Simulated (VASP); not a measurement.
Set up this calculation in VASP 6.6.1, as the native input.

| Item | Value |
| --- | --- |
| Task | single point |
| Functional | PBE |
| Dispersion | D3(BJ) |
| Potentials or basis | VASP PAW PBE potentials, release 64 (C, H) |
| Cutoff | 520 eV |
| k mesh | 6 × 6 × 1 |
| Occupations | gaussian, width 0.1 eV |
| Spin | no spin polarisation |
| Dipole correction | yes |
| Further INCAR settings | LREAL = Auto; ALGO = Normal; EDIFF = 1e-06; NBANDS = 72 |

The structure of H3C25 lies in POSCAR:

```
H3C25
1.0
    4.9299593294      0.0000000000      0.0000000000
   -2.4649796647      4.2694700189      0.0000000000
    0.0000000000      0.0000000000     26.1112347130
C H
25 3
Direct
    0.0000000000      0.0000000000      0.3255303829
    0.0000000000      0.5000000000      0.3255303829
    0.5000000000      0.0000000000      0.3255303829
    0.5000000000      0.5000000000      0.3255303829
    0.1666666667      0.3333333333      0.3255303739
    0.1666666667      0.8333333333      0.3255303739
    0.6666666667      0.3333333333      0.3255303739
    0.6666666667      0.8333333333      0.3255303739
    0.0000102527     -0.0000102363      0.4539729029
    0.0000102363      0.5000204889      0.4539729029
    0.4999795111     -0.0000102527      0.4539729029
    0.5000000000      0.5000000000      0.4542655906
    0.3332784604      0.1665570748      0.4540911348
    0.3332786143      0.6667215396      0.4540911348
    0.8333333333      0.1666666667      0.4540400880
    0.8334429252      0.6667213857      0.4540911348
   -0.0009803904      0.0009722579      0.5813587403
   -0.0009722579      0.4980473517      0.5813587403
    0.5019526483      0.0009803904      0.5813587403
    0.5000000000      0.5000000000      0.5960926835
    0.1613166040      0.3306499364      0.5818675914
    0.1666666667      0.8333333333      0.5831117515
    0.6693500636      0.3306666675      0.5818675914
    0.6693333325      0.8386833960      0.5818675914
    0.5000000000      0.5000000000      0.6574351064
    0.3776960208      0.6202943644      0.6712369968
    0.3797056356      0.2574016564      0.6712369968
    0.7425983436      0.6223039792      0.6712369968
```

One way to write it, as run:

INCAR

```
SYSTEM = H3C25
  PREC = Accurate
  ENCUT = 520
  EDIFF = 1E-6
  ISMEAR = 0
  SIGMA = 0.1
  LREAL = Auto
  LASPH = .True.
  NELM = 100
  ALGO = Normal
  ISIF = 2
  LWAVE = .False.
  LCHARG = .True.
  LDIPOL = .True.
  IDIPOL = 3
  DIPOL = 0.5 0.5 0.485
  GGA = PE
  IVDW = 12
  LELF = .True.
  LVHAR = .True.
  LVACPOTAV = .True.
  NBANDS = 72
```

KPOINTS

```
regular mesh
0
Gamma
  6 6 1
  0 0 0
```

Potentials or basis: VASP PAW PBE potentials, release 64 (C, H).

Command:

```bash
$ cat potpaw_PBE.64/C/POTCAR potpaw_PBE.64/H/POTCAR > POTCAR
$ mpirun -np 1 vasp_std > vasp.out
```

Results of the run:

- Largest force: 0.028 eV/Å
- Band gap on the k mesh: zero (an odd number of electrons rules out a gap without spin polarisation)
- Dispersion energy per atom: -0.123 eV

Wall time 29 min on 1 thread of Intel Xeon 8259CL (shared host), peak memory 0.71 GiB.
